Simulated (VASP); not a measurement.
Input of a VASP 6.6.1 run:

Contents of INCAR:

```
SYSTEM = HgTe
ALGO = Normal
EDIFF = 1E-6
ENCUT = 500
GGA = PE
GGA_COMPAT = .FALSE.
ISIF = 2
ISMEAR = 1
LASPH = .TRUE.
LCHARG = .TRUE.
LELF = .TRUE.
LREAL = .FALSE.
LVHAR = .TRUE.
LWAVE = .FALSE.
NBANDS = 16
NELM = 120
PREC = Accurate
SIGMA = 0.3
```

The input KPOINTS:

```
k-points
0
G
  6 6 6
  0 0 0
```

File POSCAR:

```
HgTe
1.0
    0.0000000000      3.1800000000      3.1800000000
    3.1800000000      0.0000000000      3.1800000000
    3.1800000000      3.1800000000      0.0000000000
Hg Te
1 1
Direct
    0.0000000000      0.0000000000      0.0000000000
    0.7500000000      0.7500000000      0.7500000000
```

Potentials or basis: VASP PAW PBE potentials, release 64 (Hg, Te).

Command:

```console
$ cat potpaw_PBE.64/Hg/POTCAR potpaw_PBE.64/Te/POTCAR > POTCAR
$ mpirun -np 1 vasp_std > vasp.out
```

(1) Estimate the pressure.

(2) Predict the band gap on the k mesh.

Results:

(1) 6.7 GPa.

(2) zero (filled and empty bands touch).

Caveat: spin-orbit coupling is left out, which moves the levels of the heavy elements.
